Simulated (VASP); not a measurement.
# Zn (P6_3/mmc) in VASP: notebook, part 2 of 2

VASP 6.6.1.

## (4) Single point, r2SCAN (15.01 Å³/atom)

This run uses another cell than the first one, of 15.01 Å³/atom.

File POSCAR:

```
Zn
1.0
    2.6478938697      0.0000000000      0.0000000000
   -1.3239469348      2.2931433577      0.0000000000
    0.0000000000      0.0000000000      9.8872999942
Zn
4
Direct
    0.0000000000      0.0000000000      1.0000000000
    0.0000000000      1.0000000000      0.5000000000
    0.3333333333      0.6666666667      0.2500000000
    0.6666666667      0.3333333333      0.7500000000
```

File INCAR.step1:

```
SYSTEM = Zn
PREC = Accurate
ENCUT = 520
ISMEAR = -1
SIGMA = 0.1
LREAL = .FALSE.
LASPH = .TRUE.
NELM = 80
NBANDS = 32
GGA = PE
ALGO = Normal
EDIFF = 1E-4
LWAVE = .TRUE.
LCHARG = .FALSE.
```

File INCAR.step2:

```
SYSTEM = Zn
PREC = Accurate
ENCUT = 520
EDIFF = 1E-6
ISMEAR = -1
SIGMA = 0.1
LREAL = .FALSE.
LASPH = .TRUE.
NELM = 80
ALGO = Normal
ISIF = 2
LWAVE = .FALSE.
LCHARG = .TRUE.
METAGGA = R2SCAN
LMIXTAU = .TRUE.
LELF = .TRUE.
LVHAR = .TRUE.
NBANDS = 32
ISTART = 1
```

File KPOINTS:

```
Automatic mesh
0
G
  16 16 4
  0 0 0
```

Potentials or basis: VASP PAW PBE potentials, release 64 (Zn).

Run with:

```
$ cat potpaw_PBE.64/Zn/POTCAR > POTCAR
$ cp INCAR.step1 INCAR
$ mpirun -np 1 vasp_std > vasp.out
$ cp INCAR.step2 INCAR
$ mpirun -np 1 vasp_std > vasp.out
```

OUTCAR:

```text
SYSTEM = Zn
   PREC = Accurate
   ENCUT = 520
   EDIFF = 1E-6
   ISMEAR = -1
   LREAL = .FALSE.
   LASPH = .TRUE.
   NELM = 80
   ISIF = 2
   METAGGA = R2SCAN
   ISTART = 1

 ion  position               nearest neighbor table
   1  0.000  0.000  0.000-   3 2.91   4 2.91   3 2.91   4 2.91   4 2.91   3 2.91
   2  0.000  0.000  0.500-   3 2.91   4 2.91   3 2.91   4 2.91   4 2.91   3 2.91
   3  0.333  0.667  0.250-   1 2.91   2 2.91   1 2.91   2 2.91   1 2.91   2 2.91
   4  0.667  0.333  0.750-   1 2.91   2 2.91   1 2.91   2 2.91   1 2.91   2 2.91

  LATTYP: Found a hexagonal cell.
 ALAT       =     2.6478938697
 C/A-ratio  =     3.7340242777

  Lattice vectors:

 A1 = (   2.6478938697,   0.0000000000,   0.0000000000)
 A2 = (  -1.3239469348,   2.2931433577,   0.0000000000)
 A3 = (   0.0000000000,   0.0000000000,   9.8872999942)

Analysis of symmetry for initial positions (statically):
=====================================================================
 Subroutine PRICEL returns:
 Original cell was already a primitive cell.

 Routine SETGRP: Setting up the symmetry group for a
 hexagonal supercell.

 Subroutine GETGRP returns: Found 24 space group operations
 (whereof 12 operations were pure point group operations)
 out of a pool of 24 trial point group operations.

The static configuration has the point symmetry D_3d.
 The point group associated with its full space group is D_6h.

Analysis of symmetry for dynamics (positions and initial velocities):
=====================================================================
 Subroutine PRICEL returns:
 Original cell was already a primitive cell.

 Routine SETGRP: Setting up the symmetry group for a
 hexagonal supercell.

 Subroutine GETGRP returns: Found 24 space group operations
 (whereof 12 operations were pure point group operations)
 out of a pool of 24 trial point group operations.

The dynamic configuration has the point symmetry D_3d.
 The point group associated with its full space group is D_6h.

 Subroutine INISYM returns: Found 24 space group operations
 (whereof 12 operations are pure point group operations),
 and found     1 'primitive' translations

----------------------------------------------------------------------------------------

                                     Primitive cell

  volume of cell :      60.0357

  direct lattice vectors                    reciprocal lattice vectors
     2.647893870  0.000000000  0.000000000     0.377658641  0.218041318  0.000000000
    -1.323946935  2.293143358  0.000000000     0.000000000  0.436082636  0.000000000
     0.000000000  0.000000000  9.887299994     0.000000000  0.000000000  0.101139846

  length of vectors
     2.647893870  2.647893870  9.887299994     0.436082636  0.436082636  0.101139846

  position of ions in fractional coordinates (direct lattice)
     0.000000000  0.000000000  0.000000000
     0.000000000  0.000000000  0.500000000
     0.333333333  0.666666667  0.250000000
     0.666666667  0.333333333  0.750000000

  ion indices of the primitive-cell ions
   primitive index   ion index
                 1           1
                 2           2
                 3           3
                 4           4

----------------------------------------------------------------------------------------

 KPOINTS: Automatic mesh

Automatic generation of k-mesh.
 Grid dimensions read from file:
 generate k-points for:   16   16    4

 Generating k-lattice:

  Cartesian coordinates                     Fractional coordinates (reciprocal lattice)
     0.023603665  0.013627582  0.000000000     0.062500000  0.000000000  0.000000000
     0.000000000  0.027255165  0.000000000     0.000000000  0.062500000  0.000000000
     0.000000000  0.000000000  0.025284962     0.000000000  0.000000000  0.250000000

  Length of vectors
     0.027255165  0.027255165  0.025284962

  Shift w.r.t. Gamma in fractional coordinates (k-lattice)
     0.000000000  0.000000000  0.000000000

 Subroutine IBZKPT returns following result:
 ===========================================

 Found     90 irreducible k-points:

 Following reciprocal coordinates:
            Coordinates               Weight
  0.000000  0.000000  0.000000      1.000000
  0.062500  0.000000  0.000000      6.000000
  0.125000  0.000000  0.000000      6.000000
  0.187500  0.000000  0.000000      6.000000
  0.250000  0.000000  0.000000      6.000000
  0.312500  0.000000  0.000000      6.000000
[... 16 lines left out ...]
  0.187500  0.187500  0.000000      6.000000
  0.250000  0.187500  0.000000     12.000000
 [... further k-points ...]
   k-points           NKPTS =     90   k-points in BZ     NKDIM =     90   number of bands    NBANDS=     32
   number of dos      NEDOS =    301   number of ions     NIONS =      4
   total plane-waves  NPLWV =  32000
   dimension x,y,z NGX =    20 NGY =   20 NGZ =   80
   dimension x,y,z NGXF=    40 NGYF=   40 NGZF=  160
   ions per type =               4
   NGX,Y,Z   is equivalent  to a cutoff of  12.56, 12.56, 13.45 a.u.
   NGXF,Y,Z  is equivalent  to a cutoff of  25.11, 25.11, 26.90 a.u.
 SYSTEM =  Zn
   PREC   = accura    normal or accurate (medium, high low for compatibility)
   ISTART =      1    job   : 0-new  1-cont  2-samecut
   ICHARG =      0    charge: 1-file 2-atom 10-const
   ISPIN  =      1    spin polarized calculation?
   LNONCOLLINEAR =      F non collinear calculations
   LSORBIT =      F    spin-orbit coupling
   LASPH  =      T    aspherical Exc in radial PAW
   ENCUT  =  520.0 eV  38.22 Ry    6.18 a.u.   4.92  4.92 18.38*2*pi/ulx,y,z
   NELM   =     80;   NELMIN=  2; NELMDL=  0     # of ELM steps
   EDIFF  = 0.1E-05   stopping-criterion for ELM
   LREAL  =      F    real-space projection
[... 7 lines left out ...]
   TEBEG  =    0.0;   TEEND  =   0.0 temperature during run
   PSTRESS=    0.0 pullay stress
   NELECT =      48.0000    total number of electrons
   NUPDOWN=      -1.0000    fix difference up-down
   EMIN   =  10.00;   EMAX   =-10.00  energy-range for DOS
   EFERMI =   0.00;   METHOD = LEGACY
   ISMEAR =    -1;   SIGMA  =   0.10  broadening in eV -4-tet -1-fermi 0-gaus
   EFERMI_NEDOS =   21; number of points for ismear=-14 and -15
   IALGO  =     38    algorithm
   IMIX   =      4    mixing-type and parameters
     AMIX     =   0.40;   BMIX     =  1.00
     AMIX_MAG =   1.60;   BMIX_MAG =  1.00
  volume/ion in A,a.u.               =      15.01       101.29
  Fermi-wavevector in a.u.,A,eV,Ry     =   1.519446  2.871338 31.412011  2.308718
  Thomas-Fermi vector in A             =   2.628431
   LORBIT       =      0    0 simple, 1 ext, 2 COOP (PROOUT), +10 PAW based schemes
   METAGGA = R2SCAN    functional components
   LHFCALC =     F    Hartree Fock is set to
   AEXX    =    0.0000 exact exchange contribution
   IVDW    =     0    specifies the selected vdW correction
   LEPSILON=     F    determine dielectric tensor
   LRPA    =     F    only Hartree local field effects (RPA)
 non-spin polarized calculation
  energy-cutoff  :      520.00
  volume of cell :       60.04
 maximum number of plane-waves:      1651
 NGX is ok and might be reduce to    20
   NGX =  9   NGY =  9   NGZ = 37

 number of electron      47.9999997 magnetization

 Free energy of the ion-electron system (eV)
  ---------------------------------------------------
  ext. energy  EPLUGINS =         0.00000000
  ---------------------------------------------------
  free energy    TOTEN  =       -35.56479265 eV

  energy without entropy =      -35.54507172  energy(sigma->0) =      -35.55493219

 E-fermi :   3.0969     XC(G=0): -12.7080

 val. band max:        3.0870339079   @ k =   0.3750   0.2500   0.0000
 cond. band min:       3.1087632861   @ k =   0.3750   0.2500   0.0000
 fundamental gap:      0.0217293782
 Fermi energy:         3.0969398573

 k-point     1 :       0.0000    0.0000    0.0000
  band No.  band energies     occupation
      1      -7.9002      2.00000
      2      -6.5686      2.00000
      3      -6.5619      2.00000
      4      -5.9690      2.00000
      5      -5.2051      2.00000
      6      -4.9591      2.00000
[... 24 lines left out ...]
     31      21.9167      0.00000
     32      22.6651      0.00000
[... 774 lines left out ...]
      2      -5.3965      2.00000
      3      -5.3658      2.00000
      4      -5.2929      2.00000
      5      -5.2638      2.00000
      6      -5.2242      2.00000
[... 24 lines left out ...]
     31      10.5955      0.00000
     32      11.8896      0.00000

 [... further k-points ...]
[... 5 lines left out ...]
  --------------------------------------------------------------------------------------
  -------------------------------------------------------------------------------------
  Total       -1.1166948     -1.1166948     -0.9396479     -0.0000000      0.0000000     -0.0000000
  in kB      -29.8013259    -29.8013259    -25.0764614     -0.0000000      0.0000000     -0.0000000
  external PRESSURE =     -28.2263711 kB  Pullay stress =       0.0000000 kB

 VOLUME and BASIS-vectors are now :
 -----------------------------------------------------------------------------
  energy-cutoff  :      520.00
  volume of cell :       60.04
      direct lattice vectors                 reciprocal lattice vectors
     2.647893870  0.000000000  0.000000000     0.377658641  0.218041318  0.000000000
    -1.323946935  2.293143358  0.000000000     0.000000000  0.436082636  0.000000000
     0.000000000  0.000000000  9.887299994     0.000000000  0.000000000  0.101139846

 POSITION                                       TOTAL-FORCE (eV/Angst)
 -----------------------------------------------------------------------------------
      0.00000      0.00000      0.00000         0.000000      0.000000      0.000000
      0.00000      0.00000      4.94365         0.000000      0.000000      0.000000
     -0.00000      1.52876      2.47182        -0.000000      0.000000     -0.000000
      1.32395      0.76438      7.41547         0.000000     -0.000000      0.000000
 -----------------------------------------------------------------------------------
    total drift:                                0.000000     -0.000000     -0.000000

  FREE ENERGIE OF THE ION-ELECTRON SYSTEM (eV)
  ---------------------------------------------------
  free  energy   TOTEN  =       -35.5647926496 eV

  energy  without entropy=      -35.5450717204  energy(sigma->0) =      -35.55493219
```

It took 9.5 min on 1 thread of AMD EPYC 7R43 (Zen 3), shared host; peak memory 0.22 GiB.

Results:

| Property | Result |
| --- | --- |
| Free energy | -35.5648 eV |
| Pressure | -2.8 GPa |
| Band gap on the k mesh | zero (bands 24 and 25 overlap by 4.47 eV) |

Levels at points of the mesh, in eV from the Fermi level:
```csv
k point,band 21,band 22,band 23,band 24,band 25,band 26,band 27,band 28
"(0.00, 0.00, 0.00)",-7.54,-7.44,-7.44,-3.91,-3.21,4.74,4.74,14.27
"(0.50, 0.00, 0.00)",-2.99,-2.54,-2.03,-1.73,0.06,0.16,3.21,4.09
"(0.00, 0.00, 0.50)",-7.47,-7.47,-6.46,-6.46,0.23,0.23,9.90,9.90
"(0.50, 0.00, 0.50)",-2.76,-2.76,-2.01,-2.01,0.79,0.79,2.05,2.05
```

Caveat: the PAW data sets were made with another functional, which shifts forces and pressure a little.

## (5) Single point, r2SCAN (15.59 Å³/atom)

This run uses another cell than the first one, of 15.59 Å³/atom.

File POSCAR:

```
Zn
1.0
    2.6814150722      0.0000000000      0.0000000000
   -1.3407075361      2.3221735706      0.0000000000
    0.0000000000      0.0000000000     10.0124689780
Zn
4
Direct
    0.0000000000      0.0000000000      1.0000000000
    0.0000000000      1.0000000000      0.5000000000
    0.3333333333      0.6666666667      0.2500000000
    0.6666666667      0.3333333333      0.7500000000
```

File INCAR.step1:

```
PREC     = Accurate       # precision mode
ENCUT    = 520            # plane-wave cutoff, eV
ISMEAR   = -1             # smearing method
SIGMA    = 0.1            # smearing width, eV
LREAL    = False          # projectors in reciprocal space
LASPH    = True           # aspherical terms in the spheres
NELM     = 100            # most SCF steps
NBANDS   = 32             # bands
GGA      = PE             # functional
ALGO     = Normal         # electronic algorithm
EDIFF    = 1E-4           # SCF threshold, eV
LWAVE    = True           # write WAVECAR
LCHARG   = False          # write CHGCAR
```

File INCAR.step2:

```
PREC     = Accurate       # precision mode
ENCUT    = 520            # plane-wave cutoff, eV
EDIFF    = 1E-6           # SCF threshold, eV
ISMEAR   = -1             # smearing method
SIGMA    = 0.1            # smearing width, eV
LREAL    = False          # projectors in reciprocal space
LASPH    = True           # aspherical terms in the spheres
NELM     = 100            # most SCF steps
ALGO     = Normal         # electronic algorithm
ISIF     = 2              # what is computed and relaxed
LWAVE    = False          # write WAVECAR
LCHARG   = True           # write CHGCAR
METAGGA  = R2SCAN         # meta-GGA
LMIXTAU  = True         
LELF     = True           # ELF
LVHAR    = True         
NBANDS   = 32             # bands
ISTART   = 1
```

File KPOINTS:

```
regular mesh
0
Gamma
  16 16 4
```

Run with:

```
$ cat potpaw_PBE.64/Zn/POTCAR > POTCAR
$ cp INCAR.step1 INCAR
$ mpirun -np 1 vasp_std > vasp.out
$ cp INCAR.step2 INCAR
$ mpirun -np 1 vasp_std > vasp.out
```

Run time: 9.5 min. Hardware: 1 thread of AMD EPYC 7R43 (Zen 3), shared host; peak memory 0.23 GiB.

The run converged. Its results:

```yaml
Free_energy: -35.5036 eV
Pressure: -5.3 GPa
Band_gap_on_the_k_mesh: zero (bands 24 and 25 overlap by 4.46 eV)
```

Stress tensor (GPa, compression positive):
```
-5.87  0.00  0.00
 0.00 -5.87  0.00
 0.00  0.00 -4.18
```

Levels at points of the mesh, in eV from the Fermi level:
```
           k point  band 22  band 23  band 24  band 25  band 26  band 27
(0.00, 0.00, 0.00)    -7.38    -7.38    -3.71    -3.24     4.63     4.63
(0.50, 0.00, 0.00)    -2.47    -1.91    -1.66     0.00     0.07     3.07
(0.00, 0.00, 0.50)    -7.41    -6.30    -6.30     0.21     0.21     9.66
(0.50, 0.00, 0.50)    -2.64    -1.96    -1.96     0.75     0.75     1.93
```

Caveat: the cell stands under tension; the PAW data sets were made with another functional, which shifts forces and pressure a little.

## (6) Summary

| task | cell | k mesh | cutoff (eV) | gap on the mesh (eV) | pressure (GPa) |
| --- | --- | --- | --- | --- | --- |
| relaxation of cell and atoms | relaxed from a = 2.781, b = 2.781, c = 9.083 Å, angles 90.0, 90.0, 120.0°, 4 atoms | 13 × 13 × 4 | 600 | none | 0.0 |
| single point | a = 2.614, b = 2.614, c = 9.759 Å, angles 90.0, 90.0, 120.0°, 4 atoms | 16 × 16 × 4 | 520 | none | 0.4 |
| single point | a = 2.648, b = 2.648, c = 9.887 Å, angles 90.0, 90.0, 120.0°, 4 atoms | 16 × 16 × 4 | 520 | none | -2.8 |
| single point | a = 2.681, b = 2.681, c = 10.012 Å, angles 90.0, 90.0, 120.0°, 4 atoms | 16 × 16 × 4 | 520 | none | -5.3 |

Alike in all rows: level r2SCAN; potentials or basis VASP PAW PBE potentials, release 64 (Zn); no spin polarisation; smearing fermi-dirac 0.1 eV.

Caveats: the PAW data sets were made with another functional, which shifts forces and pressure a little; the cell stands under tension (at least some runs).

Absolute energies hang on the potentials; compare differences alone.
